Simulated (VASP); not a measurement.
## Be3Se2O: single point with PBE

Be3Se2O:

```
CELL_PARAMETERS angstrom
0.00000 0.00000 -5.44198
0.00000 5.74003 0.00000
5.07348 -2.87002 0.00000
ATOMIC_POSITIONS crystal
Be 0.58657 0.42923 0.26771
Be 0.58657 0.16153 0.73229
Be 0.67185 0.89062 0.00000
Be 0.08657 0.83847 0.26771
Be 0.08657 0.57077 0.73229
Be 0.17185 0.10938 0.00000
Se 0.99280 0.48410 0.31917
Se 0.49280 0.83507 0.31917
Se 0.49280 0.51590 0.68083
Se 0.99280 0.16493 0.68083
O 0.50021 0.14661 0.00000
O 0.00021 0.85339 0.00000
```

* Program: VASP 6.6.1
* Task: single point
* Functional: PBE
* Potentials or basis: VASP PAW PBE potentials, release 64 (Be, Se, O)
* Cutoff: 520 eV
* k mesh: 4 × 4 × 4
* Occupations: gaussian, width 0.1 eV
* Spin: no spin polarisation

```json
{
  "Pressure": "0.2 GPa",
  "Largest force": "0.014 eV/Å",
  "Band gap on the k mesh": "3.25 eV, indirect (least direct gap 3.34 eV)"
}
```

Forces on the atoms (eV/Å):
```
Be   0.009  0.003  0.002
Be  -0.009  0.003  0.002
Be   0.000 -0.002 -0.011
Be   0.009 -0.003  0.002
Be  -0.009 -0.003  0.002
Be   0.000  0.002 -0.011
Se   0.002  0.000 -0.003
Se   0.002  0.000 -0.003
Se  -0.002  0.000 -0.003
Se  -0.002  0.000 -0.003
O    0.000 -0.004  0.013
O    0.000  0.004  0.013
```

Levels at points of the mesh, in eV from the valence-band top:
```csv
k point,band 20,band 21,band 22,band 23,band 24,band 25,band 26,band 27,band 28,band 29
"(0.00, 0.00, 0.00)",-1.76,-0.97,-0.77,-0.37,-0.36,3.60,3.80,3.80,4.22,6.19
"(0.50, 0.00, 0.00)",-1.66,-0.97,-0.97,0.00,0.00,3.92,3.92,5.59,5.59,6.18
"(0.00, 0.50, 0.00)",-1.35,-1.19,-0.87,-0.83,-0.53,3.87,4.40,5.36,5.48,5.50
"(0.50, 0.50, 0.00)",-1.35,-1.17,-1.17,-0.95,-0.95,3.76,3.76,4.32,4.32,5.50
"(0.00, 0.00, 0.50)",-2.22,-1.62,-1.50,-0.10,-0.09,3.25,4.48,4.81,4.81,5.41
"(0.50, 0.00, 0.50)",-1.41,-1.21,-1.21,-1.00,-1.00,3.65,3.65,4.60,4.60,5.75
```

Run time: 2.7 min on 1 thread of Intel(R) Xeon(R) Platinum 8259CL CPU @ 2.50GHz (Skylake/Cascade Lake), with other jobs on the host, peak memory 0.34 GiB.

A k mesh can miss the band edges. PBE gaps usually lie below the measured ones, often by a third to a half.
